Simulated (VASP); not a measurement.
# SrCl2 (R-3m) in VASP: G0W0 quasiparticle levels with PBE

Aim: the G0W0 quasiparticle levels of SrCl2 with PBE.

All numbers are computed with VASP 6.6.1; they aren't measurements. Logs are shortened: lines on timing, memory, paths and dates and some standing lists are left out, and cuts for length are marked.

## (1) The cell of the first run

The typed cell holds 3 atoms: a = 4.916 Å, b = 4.916 Å, c = 4.916 Å, α = 59.96°, β = 59.96°, γ = 59.96°.

## (2) G0W0 quasiparticle levels, PBE

The input, POSCAR:

```
SrCl2
1.0
    2.4567214785      1.4183888069      4.0153159510
   -2.4567214785      1.4183888069      4.0153159510
    0.0000000000     -2.8367776139      4.0153159510
Sr Cl
1 2
Direct
    0.0000000000      0.0000000000      0.0000000000
    0.2499511382      0.2499511382      0.2499511382
    0.7500488618      0.7500488618      0.7500488618
```

The input, INCAR.step1:

```
SYSTEM = SrCl2
PREC = Accurate
ENCUT = 500
EDIFF = 1E-8
ISMEAR = 0
SIGMA = 0.01
LREAL = .False.
LASPH = .True.
NELM = 80
ALGO = Normal
LWAVE = .True.
LCHARG = .False.
GGA = PE
```

The input, INCAR.step2:

```
SYSTEM = SrCl2
PREC = Accurate
ENCUT = 500
EDIFF = 1E-8
ISMEAR = 0
SIGMA = 0.01
LREAL = .False.
LASPH = .True.
NELM = 1
ALGO = Exact
LWAVE = .True.
LCHARG = .False.
GGA = PE
NBANDS = 148
LOPTICS = .True.
ISTART = 1
```

The input, INCAR.step3:

```
SYSTEM = SrCl2
PREC = Accurate
ENCUT = 500
EDIFF = 1E-8
ISMEAR = 0
SIGMA = 0.01
LREAL = .False.
LASPH = .True.
ALGO = EVGW0
LWAVE = .False.
LCHARG = .False.
GGA = PE
NELMGW = 1
NBANDS = 148
ENCUTGW = 80.0
NOMEGA = 48
PRECFOCK = Fast
ISTART = 1
NBANDSGW = 20
```

The input, KPOINTS:

```
regular mesh
0
Gamma
  6 6 6
  0 0 0
```

Potentials or basis: VASP PAW PBE potentials, release 64 (Sr_sv_GW, Cl_GW).

The run is started by

```
> cat potpaw_PBE.64/Sr_sv_GW/POTCAR potpaw_PBE.64/Cl_GW/POTCAR > POTCAR
> cp INCAR.step1 INCAR
> mpirun -np 1 vasp_std > vasp.out
> cp INCAR.step2 INCAR
> mpirun -np 1 vasp_std > vasp.out
> cp INCAR.step3 INCAR
> mpirun -np 1 vasp_std > vasp.out
```

OUTCAR:

```text
SYSTEM = SrCl2
   PREC = Accurate
   ENCUT = 500
   EDIFF = 1E-8
   ISMEAR = 0
   LREAL = .False.
   LASPH = .True.
   GGA = PE
   NELMGW = 1
   ENCUTGW = 80.0
   PRECFOCK = Fast
   ISTART = 1

 ion  position               nearest neighbor table
   1  0.000  0.000  0.000-
   2  0.250  0.250  0.250-
   3  0.750  0.750  0.750-

  LATTYP: Found a trigonal (rhomboedric) cell.
 ALAT       =     4.9163064812
 COS(alpha) =     0.5005822847

  Lattice vectors:

 A1 = (   2.4567214785,   1.4183888069,   4.0153159510)
 A2 = (  -2.4567214785,   1.4183888069,   4.0153159510)
 A3 = (   0.0000000000,  -2.8367776139,   4.0153159510)

Analysis of symmetry for initial positions (statically):
=====================================================================
 Subroutine PRICEL returns:
 Original cell was already a primitive cell.

 Routine SETGRP: Setting up the symmetry group for a
 trigonal (rhombohedral) supercell.

 Subroutine GETGRP returns: Found 12 space group operations
 (whereof 12 operations were pure point group operations)
 out of a pool of 12 trial point group operations.

The static configuration has the point symmetry D_3d.

Analysis of symmetry for dynamics (positions and initial velocities):
=====================================================================
 Subroutine PRICEL returns:
 Original cell was already a primitive cell.

 Routine SETGRP: Setting up the symmetry group for a
 trigonal (rhombohedral) supercell.

 Subroutine GETGRP returns: Found 12 space group operations
 (whereof 12 operations were pure point group operations)
 out of a pool of 12 trial point group operations.

The dynamic configuration has the point symmetry D_3d.

 Subroutine INISYM returns: Found 12 space group operations
 (whereof 12 operations are pure point group operations),
 and found     1 'primitive' translations

----------------------------------------------------------------------------------------

                                     Primitive cell

  volume of cell :      83.9503

  direct lattice vectors                    reciprocal lattice vectors
     2.456721478  1.418388807  4.015315951     0.203523275  0.117504217  0.083015468
    -2.456721478  1.418388807  4.015315951    -0.203523275  0.117504217  0.083015468
     0.000000000 -2.836777614  4.015315951     0.000000000 -0.235008435  0.083015468

  length of vectors
     4.916306481  4.916306481  4.916306481     0.249239909  0.249239909  0.249239909

  position of ions in fractional coordinates (direct lattice)
     0.000000000  0.000000000  0.000000000
     0.249951138  0.249951138  0.249951138
     0.750048862  0.750048862  0.750048862

  ion indices of the primitive-cell ions
   primitive index   ion index
                 1           1
                 2           2
                 3           3

----------------------------------------------------------------------------------------

 KPOINTS: regular mesh

Automatic generation of k-mesh.
 Grid dimensions read from file:
 generate k-points for:    6    6    6

 Generating k-lattice:

  Cartesian coordinates                     Fractional coordinates (reciprocal lattice)
     0.033920546  0.019584036  0.013835911     0.166666667  0.000000000  0.000000000
    -0.033920546  0.019584036  0.013835911     0.000000000  0.166666667  0.000000000
     0.000000000 -0.039168072  0.013835911     0.000000000  0.000000000  0.166666667

  Length of vectors
     0.041539985  0.041539985  0.041539985

  Shift w.r.t. Gamma in fractional coordinates (k-lattice)
     0.000000000  0.000000000  0.000000000

 Subroutine IBZKPT returns following result:
 ===========================================

 Found     32 irreducible k-points:

 Following reciprocal coordinates:
            Coordinates               Weight
  0.000000  0.000000  0.000000      1.000000
  0.166667 -0.000000 -0.000000      6.000000
  0.333333  0.000000 -0.000000      6.000000
  0.500000  0.000000  0.000000      3.000000
  0.166667  0.166667 -0.000000      6.000000
  0.333333  0.166667  0.000000     12.000000
[... 16 lines left out ...]
  0.500000  0.500000  0.166667      6.000000
 -0.333333  0.500000  0.166667     12.000000
 [... further k-points ...]
   k-points           NKPTS =     32   k-points in BZ     NKDIM =    216   number of bands    NBANDS=    148
   number of dos      NEDOS =    301   number of ions     NIONS =      3
   total plane-waves  NPLWV =  46656
   dimension x,y,z NGX =    36 NGY =   36 NGZ =   36
   dimension x,y,z NGXF=    72 NGYF=   72 NGZF=   72
   ions per type =               1   2
   NGX,Y,Z   is equivalent  to a cutoff of  12.17, 12.17, 12.17 a.u.
   NGXF,Y,Z  is equivalent  to a cutoff of  24.35, 24.35, 24.35 a.u.
 SYSTEM =  SrCl2
   PREC   = accura    normal or accurate (medium, high low for compatibility)
   ISTART =      1    job   : 0-new  1-cont  2-samecut
   ICHARG =      0    charge: 1-file 2-atom 10-const
   ISPIN  =      1    spin polarized calculation?
   LNONCOLLINEAR =      F non collinear calculations
   LSORBIT =      F    spin-orbit coupling
   LASPH  =      T    aspherical Exc in radial PAW
   ENCUT  =  500.0 eV  36.75 Ry    6.06 a.u.   8.96  8.96  8.96*2*pi/ulx,y,z
   NELM   =     60;   NELMIN=  2; NELMDL=  0     # of ELM steps
   EDIFF  = 0.1E-07   stopping-criterion for ELM
   LREAL  =      F    real-space projection
   EDIFFG = 0.1E-06   stopping-criterion for IOM
   NSW    =      0    number of steps for IOM
   IBRION =     -1    ionic relax: 0-MD 1-quasi-New 2-CG
   NFREE  =      0    steps in history (QN), initial steepest desc. (CG)
   ISIF   =      0    stress and relaxation
   ISYM   =      3    0-nonsym 1-usesym 2-fastsym
   POTIM  = 0.5000    time-step for ionic-motion
   TEBEG  =    0.0;   TEEND  =   0.0 temperature during run
   PSTRESS=    0.0 pullay stress
   NELECT =      24.0000    total number of electrons
   NUPDOWN=      -1.0000    fix difference up-down
   EMIN   =  10.00;   EMAX   =-10.00  energy-range for DOS
   EFERMI =   0.00;   METHOD = LEGACY
   ISMEAR =     0;   SIGMA  =   0.01  broadening in eV -4-tet -1-fermi 0-gaus
   EFERMI_NEDOS =   21; number of points for ismear=-14 and -15
   IALGO  =     38    algorithm
   IMIX   =      4    mixing-type and parameters
     AMIX     =   0.40;   BMIX     =  1.00
     AMIX_MAG =   1.60;   BMIX_MAG =  1.00
  volume/ion in A,a.u.               =      27.98       188.84
  Fermi-wavevector in a.u.,A,eV,Ry     =   1.078461  2.037996 15.824644  1.163079
  Thomas-Fermi vector in A             =   2.214400
   LORBIT       =      0    0 simple, 1 ext, 2 COOP (PROOUT), +10 PAW based schemes
   GGA     = PE    functional components
   LHFCALC =     T    Hartree Fock is set to
   PRECFOCK=fast      Normal, Fast or Accurate (Low or Medium for compatibility)
   ENCUT4O =  -1.0   cutoff for four orbital integrals eV
   NKREDX  =     1    reduce k-point grid by
   NKREDY  =     1    reduce k-point grid by
   NKREDZ  =     1    reduce k-point grid by
   AEXX    =    1.0000 exact exchange contribution
   HFSCREEN=    0.0000 screening length (either q_TF or 0.3 A-1)
   HFSCREENC=   0.0000 screening length for correlation (either q_TF or 0.3 A-1)
   ENCUTFOCK=  -1.0 apply spherical cutoff to Coloumb kernel
   IVDW    =     0    specifies the selected vdW correction
   LEPSILON=     F    determine dielectric tensor
   LRPA    =     F    only Hartree local field effects (RPA)
   LRPAFORCE           =     F    calculate RPA forces
   ENCUTGW             =  80.0    cutoff for response function in eV
   ENCUTGWSOFT         =  64.0    soft cutoff for Coulomb kernel in GW response function in eV
   ENCUTLF             =  -1.0    cutoff for local field effects
   NELMGW              =     1    number of iterations in solving QP/BSE equation
   NELMHF              =     1    number of iterations in the inner HF iteration
   NKREDLFX            =     1    NKREDLFY  =   1   NKREDLFZ  =   1
 non-spin polarized calculation
 Gauss-broadening in eV      SIGMA  =   0.01
  energy-cutoff  :      500.00
  volume of cell :       83.95
 maximum number of plane-waves:      2158
  NGX = 20; NGY = 20; NGZ = 20
   NGX = 17   NGY = 17   NGZ = 17
 maximum number of plane-waves:       144
 NGX is ok and might be reduce to    18

 QP shifts <psi_nk| G(iteration)W_0 |psi_nk>: iteration 1
 for sc-GW calculations column KS-energies equals QP-energies in previous step
 and V_xc(KS)=  KS-energies - (<T + V_ion + V_H > + <T+V_H+V_ion>^1  + <V_x>^1)

 k-point   1 :       0.0000    0.0000    0.0000
  band No.  KS-energies  QP-energies   sigma(KS)   V_xc(KS)     V^pw_x(r,r')   Z            occupation Imag(sigma)

      1     -32.1221     -33.6754     -19.9106     -17.4688     -28.9612       0.6361       2.0000       0.8475
      2     -14.1152     -16.4744     -19.4816     -16.5451     -23.0168       0.8034       2.0000       0.2174
      3     -14.1152     -16.4744     -19.4816     -16.5451     -23.0168       0.8034       2.0000       0.2174
      4     -14.1152     -16.4744     -19.4816     -16.5451     -23.0168       0.8034       2.0000       0.2174
      5     -12.6651     -13.6613     -16.4079     -14.9471     -24.2533       0.6820       2.0000       1.3545
      6     -11.7942     -12.7382     -17.0707     -15.6973     -24.7034       0.6874       2.0000       1.1671
[... 12 lines left out ...]
     19      10.0732      12.0983     -10.7313     -13.2337      -6.8240       0.8093       0.0000      -0.1652
     20      10.0732      12.0983     -10.7313     -13.2337      -6.8240       0.8093       0.0000      -0.1652

 k-point   2 :       0.1667   -0.0000   -0.0000
  band No.  KS-energies  QP-energies   sigma(KS)   V_xc(KS)     V^pw_x(r,r')   Z            occupation Imag(sigma)

      1     -32.1212     -33.6749     -19.9093     -17.4700     -28.9616       0.6369       2.0000       0.8470
      2     -14.2144     -16.4554     -19.1979     -16.3411     -23.0613       0.7845       2.0000       0.3119
      3     -14.1189     -16.4793     -19.4780     -16.5392     -23.0157       0.8032       2.0000       0.2195
      4     -14.1189     -16.4793     -19.4780     -16.5392     -23.0157       0.8032       2.0000       0.2195
      5     -12.5023     -13.5519     -16.7253     -15.1988     -24.2514       0.6875       2.0000       1.2564
      6     -11.8519     -12.8037     -17.0363     -15.6513     -24.6647       0.6872       2.0000       1.1747
[... 12 lines left out ...]
     19      10.5336      12.0078      -8.9260     -10.7253      -5.1977       0.8193       0.0000      -0.1592
     20      10.5380      12.0106      -8.9188     -10.7156      -5.1917       0.8195       0.0000      -0.1591

 k-point   3 :       0.3333    0.0000   -0.0000
  band No.  KS-energies  QP-energies   sigma(KS)   V_xc(KS)     V^pw_x(r,r')   Z            occupation Imag(sigma)

      1     -32.1195     -33.6733     -19.9066     -17.4724     -28.9625       0.6383       2.0000       0.8459
      2     -14.3665     -16.5150     -18.8916     -16.1094     -23.0975       0.7722       2.0000       0.4107
      3     -14.1263     -16.4884     -19.4710     -16.5274     -23.0139       0.8024       2.0000       0.2237
      4     -14.1263     -16.4884     -19.4710     -16.5274     -23.0139       0.8024       2.0000       0.2237
      5     -12.2827     -13.3072     -16.8605     -15.3644     -24.3642       0.6848       2.0000       1.2165
      6     -11.8977     -12.9294     -17.2235     -15.7439     -24.5405       0.6972       2.0000       1.1222
[... 12 lines left out ...]
     19       9.8324      11.0525      -8.4480      -9.9297      -4.7861       0.8234       0.0000      -0.1531
     20      11.5136      12.7861      -8.2618      -9.8157      -4.5025       0.8189       0.0000      -0.1699
[... 457 lines left out ...]
 k-point  23 :       0.5000    0.5000    0.1667
  band No.  KS-energies  QP-energies   sigma(KS)   V_xc(KS)     V^pw_x(r,r')   Z            occupation Imag(sigma)

      1     -32.1178     -33.6823     -19.9040     -17.4747     -28.9634       0.6440       2.0000       0.8446
      2     -14.4428     -16.5272     -18.7401     -16.0112     -23.1299       0.7638       2.0000       0.4593
      3     -14.1947     -16.5027     -19.3214     -16.4044     -23.0251       0.7912       2.0000       0.2745
      4     -14.1454     -16.5062     -19.4492     -16.4951     -23.0052       0.7992       2.0000       0.2346
      5     -12.0613     -13.0448     -16.9622     -15.5233     -24.5210       0.6835       2.0000       1.1933
      6     -11.9234     -13.0538     -17.4787     -15.8841     -24.4042       0.7089       2.0000       1.0515
[... 12 lines left out ...]
     19      10.5228      11.9182      -8.8912     -10.5975      -5.0601       0.8178       0.0000      -0.1613
     20      11.4092      12.7388      -8.0870      -9.6922      -4.4638       0.8283       0.0000      -0.1411

 k-point  24 :      -0.3333    0.5000    0.1667
  band No.  KS-energies  QP-energies   sigma(KS)   V_xc(KS)     V^pw_x(r,r')   Z            occupation Imag(sigma)

      1     -32.1175     -33.6885     -19.9035     -17.4752     -28.9635       0.6469       2.0000       0.8444
      2     -14.4176     -16.5247     -18.7985     -16.0503     -23.1200       0.7667       2.0000       0.4399
      3     -14.2461     -16.5015     -19.1895     -16.3154     -23.0505       0.7847       2.0000       0.3156
      4     -14.1508     -16.5096     -19.4421     -16.4852     -23.0015       0.7977       2.0000       0.2376
      5     -12.0341     -13.0515     -17.0773     -15.6037     -24.4963       0.6904       2.0000       1.1621
      6     -11.9121     -13.0311     -17.4528     -15.8757     -24.4296       0.7095       2.0000       1.0599
[... 12 lines left out ...]
     19      10.7085      11.9531      -8.3873      -9.9012      -4.6603       0.8221       0.0000      -0.1573
     20      11.4987      12.6718      -7.5207      -8.9555      -3.7044       0.8176       0.0000      -0.1939

 [... further k-points ...]
```

Wall time 1.6 h (1 thread of Intel Xeon Platinum 8488C (Sapphire Rapids), shared host); peak memory 2.9 GiB.

Results:

```
Quasiparticle gap                                   : 7.33 eV
Least direct quasiparticle gap                      : 7.74 eV
Band gap of the starting levels on the mesh         : 5.39 eV
Least direct gap of the starting levels on the mesh : 5.50 eV
```

Caveat: bands, screening cutoff and mesh are small and nothing is extrapolated, so the quasiparticle values aren't converged.
